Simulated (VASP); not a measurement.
# SnO2 (Pnnm) in VASP: a series of runs, part 2 of 2

VASP 6.6.1. The steps go on from the part before.

## Step 3: Single point, PBEsol

This run uses another cell than the first one, of 12.59 Å³/atom, 1.020 times its volume.

File INCAR:

```
SYSTEM = SnO2
ALGO = Normal
EDIFF = 1E-7
ENCUT = 520
GGA = PS
ISIF = 2
ISMEAR = 0
LASPH = .True.
LCHARG = .False.
LREAL = .False.
LWAVE = .False.
NBANDS = 35
NELM = 60
PREC = Accurate
SIGMA = 0.01
```

File KPOINTS:

```
k-points
0
Gamma
  4 4 6
  0 0 0
```

File POSCAR:

```
SnO2
1.0
    4.7880040000      0.0000000000      0.0000000000
    0.0000000000      4.8665820000      0.0000000000
    0.0000000000      0.0000000000      3.2408980000
Sn O
2 4
Direct
    0.5000000000      0.5000000000      0.5000000000
    0.0000000000      0.0000000000      0.0000000000
    0.2918550000      0.3210420000      0.0000000000
    0.7918550000      0.1789580000      0.5000000000
    0.2081450000      0.8210420000      0.5000000000
    0.7081450000      0.6789580000      0.0000000000
```

Potentials or basis: VASP PAW PBE potentials, release 64 (Sn_d, O).

Run with:

```sh
$ cat potpaw_PBE.64/Sn_d/POTCAR potpaw_PBE.64/O/POTCAR > POTCAR
$ mpirun -np 1 vasp_std > vasp.out
```

Run time: 30 s. Hardware: 1 thread of Intel Xeon 6975P-C (Granite Rapids), shared host; peak memory 0.22 GiB.

Results (log left out):

```yaml
Free_energy: -39.6177 eV
Pressure: -5.8 GPa
Largest_force: 0.104 eV/Å
Band_gap_on_the_k_mesh: 0.72 eV, direct
```

Forces in eV/Å, atoms in the order of the input:
```
Sn   0.000  0.000  0.000
Sn   0.000  0.000  0.000
O    0.102 -0.018  0.000
O    0.102  0.018  0.000
O   -0.102 -0.018  0.000
O   -0.102  0.018  0.000
```

Stress tensor (GPa, compression positive):
```
-5.33  0.00  0.00
 0.00 -5.58  0.00
 0.00  0.00 -6.40
```

Levels at points of the mesh, in eV from the valence-band top:
| k point | band 24 | band 25 | band 26 | band 27 | band 28 | band 29 |
| --- | --- | --- | --- | --- | --- | --- |
| (0.00, 0.00, 0.00) | -0.63 | -0.62 | 0.00 | 0.72 | 5.63 | 5.92 |
| (0.50, 0.00, 0.00) | -1.12 | -0.44 | -0.44 | 3.79 | 3.79 | 6.51 |
| (0.00, 0.50, 0.00) | -1.11 | -0.56 | -0.56 | 3.95 | 3.95 | 6.96 |
| (0.50, 0.50, 0.00) | -1.24 | -0.73 | -0.73 | 4.27 | 4.27 | 7.07 |
| (0.00, 0.00, 0.50) | -1.46 | -1.05 | -1.05 | 5.57 | 5.57 | 9.26 |
| (0.50, 0.00, 0.50) | -0.82 | -0.71 | -0.71 | 5.87 | 5.87 | 7.63 |
| (0.00, 0.50, 0.50) | -1.03 | -0.61 | -0.61 | 5.77 | 5.77 | 7.41 |
| (0.50, 0.50, 0.50) | -0.84 | -0.66 | -0.66 | 4.33 | 4.33 | 8.52 |

Caveat: the PAW data sets were made with another functional, which shifts forces and pressure a little; spin-orbit coupling is left out, which moves the levels of the heavy elements.

## Step 4: Single point, PBEsol

This run uses another cell than the first one, of 12.84 Å³/atom, 1.041 times its volume.

File INCAR:

```
ALGO     = Normal         # electronic algorithm
EDIFF    = 1E-6           # SCF threshold, eV
ENCUT    = 520            # plane-wave cutoff, eV
GGA      = PS             # functional
ISIF     = 2              # what is computed and relaxed
ISMEAR   = 0              # smearing method
LASPH    = T              # aspherical terms in the spheres
LCHARG   = F              # write CHGCAR
LREAL    = F              # projectors in reciprocal space
LWAVE    = F              # write WAVECAR
NBANDS   = 35             # bands
NELM     = 80             # most SCF steps
PREC     = Accurate       # precision mode
SIGMA    = 0.01           # smearing width, eV
```

File KPOINTS:

```
k-points
0
Gamma
  4 4 6
```

Edit POSCAR of step 3 so:

```diff
@@ -2,5 +2,5 @@
 1.0
-    4.7880040000      0.0000000000      0.0000000000
-    0.0000000000      4.8665820000      0.0000000000
-    0.0000000000      0.0000000000      3.2408980000
+    4.8197135599      0.0000000000      0.0000000000
+    0.0000000000      4.8988119591      0.0000000000
+    0.0000000000      0.0000000000      3.2623615262
 Sn O
```

Run with:

```sh
$ cat potpaw_PBE.64/Sn_d/POTCAR potpaw_PBE.64/O/POTCAR > POTCAR
$ mpirun -np 1 vasp_std > vasp.out
```

Wall time 29 s (1 thread of Intel Xeon 6975P-C (Granite Rapids), shared host); peak memory 0.22 GiB.

The run converged. Its results:

```yaml
Free_energy: -39.5502 eV
Pressure: -9.0 GPa
Largest_force: 0.159 eV/Å
Band_gap_on_the_k_mesh: 0.56 eV, direct
```

Forces in eV/Å, atoms in the order of the input:
```
Sn   0.000  0.000  0.000
Sn   0.000  0.000  0.000
O    0.158  0.016  0.000
O    0.158 -0.016  0.000
O   -0.158  0.016  0.000
O   -0.158 -0.016  0.000
```

Stress tensor (GPa, compression positive):
```
 -8.20   0.00   0.00
  0.00  -8.41   0.00
  0.00   0.00 -10.25
```

Levels at points of the mesh, in eV from the valence-band top:
```tsv
k point	band 24	band 25	band 26	band 27	band 28	band 29
(0.00, 0.00, 0.00)	-0.58	-0.58	0.00	0.56	5.48	5.84
(0.50, 0.00, 0.00)	-1.10	-0.40	-0.40	3.62	3.62	6.43
(0.00, 0.50, 0.00)	-1.09	-0.52	-0.52	3.78	3.78	6.86
(0.50, 0.50, 0.00)	-1.22	-0.68	-0.68	4.10	4.10	6.96
(0.00, 0.00, 0.50)	-1.38	-1.00	-1.00	5.37	5.37	9.14
(0.50, 0.00, 0.50)	-0.77	-0.70	-0.70	5.67	5.67	7.50
(0.00, 0.50, 0.50)	-0.97	-0.59	-0.59	5.58	5.58	7.28
(0.50, 0.50, 0.50)	-0.79	-0.61	-0.61	4.17	4.17	8.44
```

Caveat: the PAW data sets were made with another functional, which shifts forces and pressure a little; spin-orbit coupling is left out, which moves the levels of the heavy elements.

## Step 5: Single point, PBEsol

This run uses another cell than the first one, of 13.09 Å³/atom, 1.061 times its volume.

File INCAR:

```
PREC = Accurate
ENCUT = 520
EDIFF = 1E-6
ISMEAR = 0
SIGMA = 0.01
LREAL = F
LASPH = T
NELM = 60
ALGO = Normal
ISIF = 2
LWAVE = F
LCHARG = F
GGA = PS
NBANDS = 35
```

File KPOINTS:

```
Automatic mesh
0
Gamma
  4 4 6
```

Edit POSCAR of step 4 so:

```diff
@@ -2,5 +2,5 @@
 1.0
-    4.8197135599      0.0000000000      0.0000000000
-    0.0000000000      4.8988119591      0.0000000000
-    0.0000000000      0.0000000000      3.2623615262
+    4.8510112781      0.0000000000      0.0000000000
+    0.0000000000      4.9306233178      0.0000000000
+    0.0000000000      0.0000000000      3.2835462855
 Sn O
```

Run with:

```sh
$ cat potpaw_PBE.64/Sn_d/POTCAR potpaw_PBE.64/O/POTCAR > POTCAR
$ mpirun -np 1 vasp_std > vasp.out
```

Run time: 33 s. Hardware: 1 thread of Intel Xeon 6975P-C (Granite Rapids), shared host; peak memory 0.21 GiB.

It converged, with:

| Item | Value |
| --- | --- |
| Free energy | -39.4545 eV |
| Pressure | -11.7 GPa |
| Largest force | 0.214 eV/Å |
| Band gap on the k mesh | 0.46 eV, direct |

Forces in eV/Å, atoms in the order of the input:
```
Sn   0.000  0.000  0.000
Sn   0.000  0.000  0.000
O    0.209  0.047  0.000
O    0.209 -0.047  0.000
O   -0.209  0.047  0.000
O   -0.209 -0.047  0.000
```

Stress tensor (GPa, compression positive):
```
-10.71   0.00   0.00
  0.00 -10.89   0.00
  0.00   0.00 -13.62
```

Levels at points of the mesh, in eV from the valence-band top:
```
           k point  band 23  band 24  band 25  band 26  band 27  band 28  band 29  band 30
(0.00, 0.00, 0.00)    -1.09    -0.52    -0.52     0.00     0.46     5.35     5.78     5.93
(0.50, 0.00, 0.00)    -1.06    -1.06    -0.34    -0.34     3.48     3.48     6.37     6.37
(0.00, 0.50, 0.00)    -1.05    -1.05    -0.47    -0.47     3.64     3.64     6.79     6.79
(0.50, 0.50, 0.00)    -1.18    -1.18    -0.62    -0.62     3.95     3.95     6.87     6.87
(0.00, 0.00, 0.50)    -1.29    -1.29    -0.93    -0.93     5.21     5.21     9.04     9.04
(0.50, 0.00, 0.50)    -0.70    -0.70    -0.67    -0.67     5.50     5.50     7.39     7.39
(0.00, 0.50, 0.50)    -0.90    -0.90    -0.56    -0.56     5.41     5.41     7.17     7.17
(0.50, 0.50, 0.50)    -0.73    -0.73    -0.55    -0.55     4.03     4.03     8.38     8.38
```

Caveat: the PAW data sets were made with another functional, which shifts forces and pressure a little; spin-orbit coupling is left out, which moves the levels of the heavy elements.

## Step 6: Single point, PBEsol

This run uses another cell than the first one, of 13.34 Å³/atom, 1.082 times its volume.

File INCAR:

```
SYSTEM = SnO2
PREC = Accurate ; ENCUT = 520
EDIFF = 1E-6 ; ISMEAR = 0
SIGMA = 0.01 ; LREAL = .False.
LASPH = .True. ; NELM = 100
ALGO = Normal ; ISIF = 2
LWAVE = .False. ; LCHARG = .False.
GGA = PS ; NBANDS = 35
```

File KPOINTS:

```
regular mesh
0
Gamma
  4 4 6
  0 0 0
```

Edit POSCAR of step 5 so:

```diff
@@ -2,5 +2,5 @@
 1.0
-    4.8510112781      0.0000000000      0.0000000000
-    0.0000000000      4.9306233178      0.0000000000
-    0.0000000000      0.0000000000      3.2835462855
+    4.8819102722      0.0000000000      0.0000000000
+    0.0000000000      4.9620294086      0.0000000000
+    0.0000000000      0.0000000000      3.3044611570
 Sn O
```

Potentials or basis: VASP PAW PBE potentials, release 64 (Sn_d, O).

Run with:

```sh
$ cat potpaw_PBE.64/Sn_d/POTCAR potpaw_PBE.64/O/POTCAR > POTCAR
$ mpirun -np 1 vasp_std > vasp.out
```

Wall time 43 s (1 thread of Intel Xeon 6975P-C (Granite Rapids), shared host); peak memory 0.23 GiB.

Results (log left out):

```
Free energy            : -39.3342 eV
Pressure               : -14.2 GPa
Largest force          : 0.266 eV/Å
Band gap on the k mesh : 0.38 eV, indirect (least direct gap 0.42 eV)
```

Forces on the atoms (eV/Å):
```
Sn   0.000  0.000  0.000
Sn   0.000  0.000  0.000
O    0.255  0.075  0.000
O    0.255 -0.075  0.000
O   -0.255  0.075  0.000
O   -0.255 -0.075  0.000
```

Stress tensor (GPa, compression positive):
```
-12.90   0.00   0.00
  0.00 -13.07   0.00
  0.00   0.00 -16.57
```

Levels at points of the mesh, in eV from the valence-band top:
| k point | band 24 | band 25 | band 26 | band 27 | band 28 | band 29 |
| --- | --- | --- | --- | --- | --- | --- |
| (0.00, 0.00, 0.00) | -0.48 | -0.48 | -0.04 | 0.38 | 5.21 | 5.72 |
| (0.50, 0.00, 0.00) | -1.03 | -0.30 | -0.30 | 3.33 | 3.33 | 6.31 |
| (0.00, 0.50, 0.00) | -1.02 | -0.43 | -0.43 | 3.49 | 3.49 | 6.72 |
| (0.50, 0.50, 0.00) | -1.15 | -0.58 | -0.58 | 3.79 | 3.79 | 6.77 |
| (0.00, 0.00, 0.50) | -1.22 | -0.87 | -0.87 | 5.04 | 5.04 | 8.93 |
| (0.50, 0.00, 0.50) | -0.65 | -0.64 | -0.64 | 5.32 | 5.32 | 7.27 |
| (0.00, 0.50, 0.50) | -0.84 | -0.54 | -0.54 | 5.23 | 5.23 | 7.05 |
| (0.50, 0.50, 0.50) | -0.68 | -0.50 | -0.50 | 3.89 | 3.89 | 8.31 |

Caveat: the PAW data sets were made with another functional, which shifts forces and pressure a little; spin-orbit coupling is left out, which moves the levels of the heavy elements. A k mesh can miss the band edges.

## Step 7: Summary

| cell | gap on the mesh (eV) | pressure (GPa) | largest force (eV/Å) |
| --- | --- | --- | --- |
| a = 4.756, b = 4.834, c = 3.219 Å, 6 atoms | 0.90 | -2.2 | 0.07 |
| a = 4.788, b = 4.867, c = 3.241 Å, 6 atoms | 0.72 | -5.8 | 0.10 |
| a = 4.820, b = 4.899, c = 3.262 Å, 6 atoms | 0.56 | -9.0 | 0.16 |
| a = 4.851, b = 4.931, c = 3.284 Å, 6 atoms | 0.46 | -11.7 | 0.21 |
| a = 4.882, b = 4.962, c = 3.304 Å, 6 atoms | 0.38 | -14.2 | 0.27 |

Alike in all rows: task single point; level PBEsol; potentials or basis VASP PAW PBE potentials, release 64 (Sn_d, O); no spin polarisation; k mesh 4 × 4 × 6; cutoff (eV) 520; smearing gaussian 0.01 eV.

Caveats: the PAW data sets were made with another functional, which shifts forces and pressure a little; spin-orbit coupling is left out, which moves the levels of the heavy elements.

Absolute energies hang on the potentials; compare differences alone.
